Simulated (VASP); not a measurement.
# LaScF in VASP: further runs

LaScF is run at these levels: PBE; tasks: single point, relaxation of cell and atoms.

All numbers are computed with VASP 6.6.1; they aren't measurements. Logs are shortened: lines on timing, memory, paths and dates and some standing lists are left out, and cuts for length are marked.

### 1 The cell of the first run

The typed cell holds 3 atoms: a = 3.356 Å, b = 3.356 Å, c = 5.557 Å, α = 90.00°, β = 90.00°, γ = 90.00°.

### 2 Single point, PBE

INCAR reads:

```
ALGO = Normal ; EDIFF = 1E-6
ENCUT = 520 ; GGA = PE
ISIF = 2 ; ISMEAR = 0
LASPH = True ; LCHARG = False
LREAL = False ; LWAVE = False
NBANDS = 22 ; NELM = 60
PREC = Accurate ; SIGMA = 0.1
```

KPOINTS reads:

```
k-points
0
Gamma
  4 4 4
```

POSCAR reads:

```
LaScF
1.0
    3.3562311224      0.0000000000      0.0000000000
    0.0000000000      3.3562311224      0.0000000000
    0.0000000000      0.0000000000      5.5574945737
La Sc F
1 1 1
Direct
    0.0000000000      0.0000000000      0.8433045257
    0.5000000000      0.5000000000      0.3434095396
    0.0000000000      0.0000000000      0.3430253047
```

Potentials or basis: VASP PAW PBE potentials, release 64 (La, Sc_sv, F).

On the command line:

```
$ cat potpaw_PBE.64/La/POTCAR potpaw_PBE.64/Sc_sv/POTCAR potpaw_PBE.64/F/POTCAR > POTCAR
$ mpirun -np 1 vasp_std > vasp.out
```

OUTCAR:

```text
EDIFF = 1E-6
   ENCUT = 520
   GGA = PE
   ISIF = 2
   ISMEAR = 0
   LASPH = True
   LREAL = False
   NELM = 60
   PREC = Accurate

 ion  position               nearest neighbor table
   1  0.000  0.000  0.843-   3 2.78   3 2.78
   2  0.500  0.500  0.343-   3 2.37   3 2.37   3 2.37   3 2.37
   3  0.000  0.000  0.343-   2 2.37   2 2.37   2 2.37   2 2.37   1 2.78   1 2.78

  LATTYP: Found a simple tetragonal cell.
 ALAT       =     3.3562311224
 C/A-ratio  =     1.6558736187

  Lattice vectors:

 A1 = (   3.3562311224,   0.0000000000,   0.0000000000)
 A2 = (   0.0000000000,   3.3562311224,   0.0000000000)
 A3 = (   0.0000000000,   0.0000000000,   5.5574945737)

Analysis of symmetry for initial positions (statically):
=====================================================================
 Subroutine PRICEL returns:
 Original cell was already a primitive cell.

 Routine SETGRP: Setting up the symmetry group for a
 simple tetragonal supercell.

 Subroutine GETGRP returns: Found  8 space group operations
 (whereof  8 operations were pure point group operations)
 out of a pool of 16 trial point group operations.

The static configuration has the point symmetry C_4v.

Analysis of symmetry for dynamics (positions and initial velocities):
=====================================================================
 Subroutine PRICEL returns:
 Original cell was already a primitive cell.

 Routine SETGRP: Setting up the symmetry group for a
 simple tetragonal supercell.

 Subroutine GETGRP returns: Found  8 space group operations
 (whereof  8 operations were pure point group operations)
 out of a pool of 16 trial point group operations.

The dynamic configuration has the point symmetry C_4v.

 Subroutine INISYM returns: Found  8 space group operations
 (whereof  8 operations are pure point group operations),
 and found     1 'primitive' translations

----------------------------------------------------------------------------------------

                                     Primitive cell

  volume of cell :      62.6012

  direct lattice vectors                    reciprocal lattice vectors
[... 75 lines left out ...]
   ICHARG =      2    charge: 1-file 2-atom 10-const
   ISPIN  =      1    spin polarized calculation?
   LNONCOLLINEAR =      F non collinear calculations
   LSORBIT =      F    spin-orbit coupling
   LASPH  =      T    aspherical Exc in radial PAW
   ENCUT  =  520.0 eV  38.22 Ry    6.18 a.u.   6.24  6.24 10.33*2*pi/ulx,y,z
   NELM   =     60;   NELMIN=  2; NELMDL= -5     # of ELM steps
   EDIFF  = 0.1E-05   stopping-criterion for ELM
   LREAL  =      F    real-space projection
   EDIFFG = 0.1E-04   stopping-criterion for IOM
   NSW    =      0    number of steps for IOM
   IBRION =     -1    ionic relax: 0-MD 1-quasi-New 2-CG
   NFREE  =      0    steps in history (QN), initial steepest desc. (CG)
   ISIF   =      2    stress and relaxation
   ISYM   =      2    0-nonsym 1-usesym 2-fastsym
   POTIM  = 0.5000    time-step for ionic-motion
   TEBEG  =    0.0;   TEEND  =   0.0 temperature during run
   PSTRESS=    0.0 pullay stress
   NELECT =      29.0000    total number of electrons
   NUPDOWN=      -1.0000    fix difference up-down
   EMIN   =  10.00;   EMAX   =-10.00  energy-range for DOS
   EFERMI =   0.00;   METHOD = LEGACY
   ISMEAR =     0;   SIGMA  =   0.10  broadening in eV -4-tet -1-fermi 0-gaus
   EFERMI_NEDOS =   21; number of points for ismear=-14 and -15
   IALGO  =     38    algorithm
   IMIX   =      4    mixing-type and parameters
     AMIX     =   0.40;   BMIX     =  1.00
     AMIX_MAG =   1.60;   BMIX_MAG =  1.00
  volume/ion in A,a.u.               =      20.87       140.82
  Fermi-wavevector in a.u.,A,eV,Ry     =   1.266718  2.393750 21.831558  1.604574
  Thomas-Fermi vector in A             =   2.399904
   LORBIT       =      0    0 simple, 1 ext, 2 COOP (PROOUT), +10 PAW based schemes
   GGA     = PE    functional components
   LHFCALC =     F    Hartree Fock is set to
   AEXX    =    0.0000 exact exchange contribution
   IVDW    =     0    specifies the selected vdW correction
   LEPSILON=     F    determine dielectric tensor
   LRPA    =     F    only Hartree local field effects (RPA)
 non-spin polarized calculation
 Gauss-broadening in eV      SIGMA  =   0.10
  energy-cutoff  :      520.00
  volume of cell :       62.60
 maximum number of plane-waves:      1696
 NGX is ok and might be reduce to    28
   NGX = 13   NGY = 13   NGZ = 21

 number of electron      28.9999997 magnetization

 Free energy of the ion-electron system (eV)
  ---------------------------------------------------
  ext. energy  EPLUGINS =         0.00000000
  ---------------------------------------------------
  free energy    TOTEN  =       -17.26198742 eV

  energy without entropy =      -17.23711431  energy(sigma->0) =      -17.24955087

 E-fermi :   7.3207     XC(G=0): -10.2672

 val. band max:        7.2907117417   @ k =   0.2500   0.2500   0.5000
 cond. band min:       7.3523958639   @ k =   0.5000   0.5000   0.5000
 fundamental gap:      0.0616841222
 Fermi energy:         7.3207016214

 k-point     1 :       0.0000    0.0000    0.0000
  band No.  band energies     occupation
      1     -42.9809      2.00000
      2     -25.2890      2.00000
      3     -21.6574      2.00000
      4     -21.6574      2.00000
      5     -21.4233      2.00000
      6     -19.2933      2.00000
[... 439 lines left out ...]
     21       9.6030      0.00000
     22       9.9826      0.00000

------------------------ aborting loop because EDIFF is reached ----------------------------------------

  FORCE on cell =-STRESS in cart. coord.  units (eV):
  Direction    XX          YY          ZZ          XY          YZ          ZX
  --------------------------------------------------------------------------------------
  -------------------------------------------------------------------------------------
  Total        0.0181521      0.0181521      0.0679546      0.0000000     -0.0000000      0.0000000
  in kB        0.4645728      0.4645728      1.7391889      0.0000000     -0.0000000      0.0000000
  external PRESSURE =       0.8894449 kB  Pullay stress =       0.0000000 kB

 VOLUME and BASIS-vectors are now :
 -----------------------------------------------------------------------------
  energy-cutoff  :      520.00
  volume of cell :       62.60
      direct lattice vectors                 reciprocal lattice vectors
     3.356231122  0.000000000  0.000000000     0.297953259  0.000000000  0.000000000
     0.000000000  3.356231122  0.000000000     0.000000000  0.297953259  0.000000000
     0.000000000  0.000000000  5.557494574     0.000000000  0.000000000  0.179937198

 POSITION                                       TOTAL-FORCE (eV/Angst)
 -----------------------------------------------------------------------------------
      0.00000      0.00000      4.68666        -0.000000     -0.000000     -0.003058
      1.67812      1.67812      1.90850         0.000000      0.000000      0.000759
      0.00000      0.00000      1.90636         0.000000     -0.000000      0.002299
 -----------------------------------------------------------------------------------
    total drift:                                0.000000      0.000000     -0.001823

  FREE ENERGIE OF THE ION-ELECTRON SYSTEM (eV)
  ---------------------------------------------------
  free  energy   TOTEN  =       -17.2619874215 eV

  energy  without entropy=      -17.2371143138  energy(sigma->0) =      -17.24955087
```

stdout:

```text
POSCAR found type information on POSCAR LaScF
 POSCAR found :  3 types and       3 ions
 scaLAPACK will be used
 LDA part: xc-table for (Slater+PW92), standard interpolation
 POSCAR, INCAR and KPOINTS ok, starting setup
 FFT: planning ... GRIDC
 FFT: planning ... GRID_SOFT
 FFT: planning ... GRID
 WAVECAR not read
 entering main loop
```

It took 26 s on 1 thread of AMD EPYC 9R45 (Zen 5), shared host; peak memory 0.17 GiB.

What came out:

```
Free energy   : -17.2620 eV
Pressure      : 0.1 GPa
Largest force : 0.003 eV/Å
```

Forces in eV/Å, atoms in the order of the input:
```
La   0.000  0.000 -0.003
Sc   0.000  0.000  0.001
F    0.000  0.000  0.002
```

Caveat: the k points lie up to 0.47 Å⁻¹ apart; spin-orbit coupling is left out, which moves the levels of the heavy elements; an odd number of electrons without spin polarisation forces a metal; a magnetic or distorted state may lie lower.

### 3 Single point, PBE

This run uses another cell than the first one, of 21.28 Å³/atom, 1.020 times its volume.

INCAR reads:

```
SYSTEM = LaScF
PREC = Accurate ; ENCUT = 520
EDIFF = 1E-6 ; ISMEAR = 0
SIGMA = 0.1 ; LREAL = .False.
LASPH = .True. ; NELM = 60
ALGO = Normal ; ISIF = 2
LWAVE = .False. ; LCHARG = .False.
GGA = PE ; NBANDS = 22
```

KPOINTS reads:

```
Automatic mesh
0
Gamma
  6 6 4
  0 0 0
```

POSCAR reads:

```
LaScF
1.0
    3.3741546380      0.0000000000      0.0000000000
    0.0000000000      3.3741546380      0.0000000000
    0.0000000000      0.0000000000      5.6064033286
La Sc F
1 1 1
Direct
    0.0000000000      0.0000000000      0.5000000000
    0.5000000000      0.5000000000      0.0000000000
    0.0000000000      0.0000000000      0.0000000000
```

Potentials or basis: VASP PAW PBE potentials, release 64 (La, Sc_sv, F).

On the command line:

```
$ cat potpaw_PBE.64/La/POTCAR potpaw_PBE.64/Sc_sv/POTCAR potpaw_PBE.64/F/POTCAR > POTCAR
$ mpirun -np 1 vasp_std > vasp.out
```

Wall time 36 s (1 thread of AMD EPYC 9R45 (Zen 5), shared host); peak memory 0.18 GiB.

It converged, with:

```yaml
Free_energy: -17.2615 eV
Pressure: 0.1 GPa
```

Stress tensor (GPa, compression positive):
```
 0.23  0.00  0.00
 0.00  0.23  0.00
 0.00  0.00 -0.06
```

Levels at points of the mesh, in eV from the Fermi level:
```
           k point  band 12  band 13  band 14  band 15  band 16  band 17  band 18  band 19
(0.00, 0.00, 0.00)    -7.71    -3.13    -1.37    -0.19     0.13     1.21     1.21     1.31
(0.50, 0.00, 0.00)    -7.73    -1.22    -0.29    -0.05     0.49     1.06     1.54     1.76
(0.50, 0.50, 0.00)    -7.55    -2.39    -1.44    -1.44     1.26     1.60     1.93     1.93
(0.00, 0.00, 0.50)    -7.89    -2.02    -0.90    -0.88    -0.61     0.93     1.44     1.44
(0.50, 0.00, 0.50)    -8.27    -1.73    -0.70     1.22     1.24     1.40     1.45     1.68
(0.50, 0.50, 0.50)    -8.02    -1.92    -0.05    -0.05     0.36     0.36     0.52     1.54
```

Caveat: spin-orbit coupling is left out, which moves the levels of the heavy elements; an odd number of electrons without spin polarisation forces a metal; a magnetic or distorted state may lie lower.

### 4 Relaxation of cell and atoms, PBE

INCAR reads:

```
PREC     = Accurate       # precision mode
ENCUT    = 600            # plane-wave cutoff, eV
EDIFF    = 1E-6           # SCF threshold, eV
ISMEAR   = 0              # smearing method
SIGMA    = 0.1            # smearing width, eV
LREAL    = False          # projectors in reciprocal space
LASPH    = True           # aspherical terms in the spheres
NELM     = 100            # most SCF steps
ALGO     = Normal         # electronic algorithm
ISIF     = 3              # what is computed and relaxed
LWAVE    = False          # write WAVECAR
LCHARG   = False          # write CHGCAR
GGA      = PE             # functional
IBRION   = 2              # ionic algorithm
NSW      = 90             # ionic steps
EDIFFG   = -0.04          # ionic threshold
```

KPOINTS reads:

```
Automatic mesh
0
Gamma
  6 6 4
```

POSCAR reads:

```
LaScF
1.0
    3.3562311224      0.0000000000      0.0000000000
    0.0000000000      3.3562311224      0.0000000000
    0.0000000000      0.0000000000      5.5574945737
La Sc F
1 1 1
Direct
    0.0000000000      0.0000000000      0.5000000000
    0.5000000000      0.5000000000      0.0000000000
    0.0000000000      0.0000000000      0.0000000000
```

On the command line:

```
$ cat potpaw_PBE.64/La/POTCAR potpaw_PBE.64/Sc_sv/POTCAR potpaw_PBE.64/F/POTCAR > POTCAR
$ mpirun -np 1 vasp_std > vasp.out
```

Run time: 54 s. Hardware: 1 thread of AMD EPYC 9R45 (Zen 5), shared host; peak memory 0.21 GiB.

It converged, with:

```
Free energy                            : -17.2633 eV
Relaxed volume                         : 21.29 Å³/atom
Relaxed cell                           : a = 3.381 Å, b = 3.381 Å, c = 5.588 Å, α = 90.00°, β = 90.00°, γ = 90.00°
Space group after relaxing (to 0.05 Å) : P4/mmm (No. 123)
Energy gained by relaxing              : 1.5 meV/atom
Ionic steps                            : 2
Pressure after relaxing                : 0.0 GPa
```

The path:
```
step  energy change (eV)  largest force (eV/Å)  pressure (GPa)  volume (Å³)
   1              0.0000                0.0000            1.07        62.60
   2             -0.0044                0.0000            0.04        63.87
```

Final structure:
```
CELL_PARAMETERS angstrom
3.38060 0.00000 0.00000
0.00000 3.38060 0.00000
0.00000 0.00000 5.58849
ATOMIC_POSITIONS crystal
La 0.00000 0.00000 0.50000
Sc 0.50000 0.50000 0.00000
F 0.00000 0.00000 0.00000
```

Levels at points of the mesh, in eV from the Fermi level:
```tsv
k point	band 12	band 13	band 14	band 15	band 16	band 17	band 18
(0.00, 0.00, 0.00)	-7.70	-3.13	-1.37	-0.18	0.15	1.19	1.25
(0.50, 0.00, 0.00)	-7.71	-1.20	-0.30	-0.05	0.48	1.05	1.53
(0.50, 0.50, 0.00)	-7.54	-2.39	-1.44	-1.44	1.25	1.60	1.93
(0.00, 0.00, 0.50)	-7.88	-2.02	-0.90	-0.88	-0.60	0.93	1.43
(0.50, 0.00, 0.50)	-8.27	-1.71	-0.71	1.22	1.24	1.42	1.43
(0.50, 0.50, 0.50)	-8.02	-1.90	-0.04	-0.04	0.37	0.37	0.52
```

Caveat: spin-orbit coupling is left out, which moves the levels of the heavy elements; an odd number of electrons without spin polarisation forces a metal; a magnetic or distorted state may lie lower.

### 5 Single point, PBE

This run uses another cell than the first one, of 21.11 Å³/atom, 1.011 times its volume.

INCAR reads:

```
ALGO = Normal
EDIFF = 1E-7
ENCUT = 520
GGA = PE
ISIF = 2
ISMEAR = 0
LASPH = T
LCHARG = F
LREAL = F
LWAVE = F
NBANDS = 22
NELM = 100
PREC = Accurate
SIGMA = 0.1
```

KPOINTS reads:

```
k-points
0
Gamma
  14 14 8
```

POSCAR reads:

```
LaScF
1.0
    3.3726816015      0.0000000000      0.0000000000
    0.0000000000      3.3726816015      0.0000000000
    0.0000000000      0.0000000000      5.5662832707
La Sc F
1 1 1
Direct
    0.0000000000      0.0000000000      0.5000000000
    0.5000000000      0.5000000000      0.0000000000
    0.0000000000      0.0000000000      0.0000000000
```

On the command line:

```
$ cat potpaw_PBE.64/La/POTCAR potpaw_PBE.64/Sc_sv/POTCAR potpaw_PBE.64/F/POTCAR > POTCAR
$ mpirun -np 1 vasp_std > vasp.out
```

It took 3.5 min on 1 thread of AMD EPYC 9R45 (Zen 5), shared host; peak memory 0.39 GiB.

It converged, with:

| Item | Value |
| --- | --- |
| Free energy | -17.2785 eV |
| Pressure | 0.0 GPa |

Stress tensor (GPa, compression positive):
```
 0.07  0.00  0.00
 0.00  0.07  0.00
 0.00  0.00 -0.13
```

Levels at points of the mesh, in eV from the Fermi level:
| k point | band 10 | band 11 | band 12 | band 13 | band 14 | band 15 | band 16 | band 17 | band 18 | band 19 |
| --- | --- | --- | --- | --- | --- | --- | --- | --- | --- | --- |
| (0.00, 0.00, 0.00) | -7.90 | -7.90 | -7.72 | -3.11 | -1.38 | -0.14 | 0.18 | 1.21 | 1.21 | 1.37 |
| (0.50, 0.00, 0.00) | -9.02 | -8.38 | -7.73 | -1.19 | -0.26 | -0.02 | 0.50 | 1.06 | 1.56 | 1.83 |
| (0.50, 0.50, 0.00) | -8.38 | -8.38 | -7.57 | -2.39 | -1.44 | -1.44 | 1.26 | 1.65 | 1.99 | 1.99 |
| (0.00, 0.00, 0.50) | -8.35 | -7.92 | -7.92 | -1.99 | -0.89 | -0.86 | -0.57 | 0.97 | 1.45 | 1.45 |
| (0.50, 0.00, 0.50) | -9.10 | -8.40 | -8.32 | -1.70 | -0.69 | 1.25 | 1.27 | 1.45 | 1.47 | 1.72 |
| (0.50, 0.50, 0.50) | -8.44 | -8.44 | -8.06 | -1.89 | -0.03 | -0.03 | 0.40 | 0.40 | 0.55 | 1.55 |

Caveat: spin-orbit coupling is left out, which moves the levels of the heavy elements; an odd number of electrons without spin polarisation forces a metal; a magnetic or distorted state may lie lower.

[end of part 1 of 2]
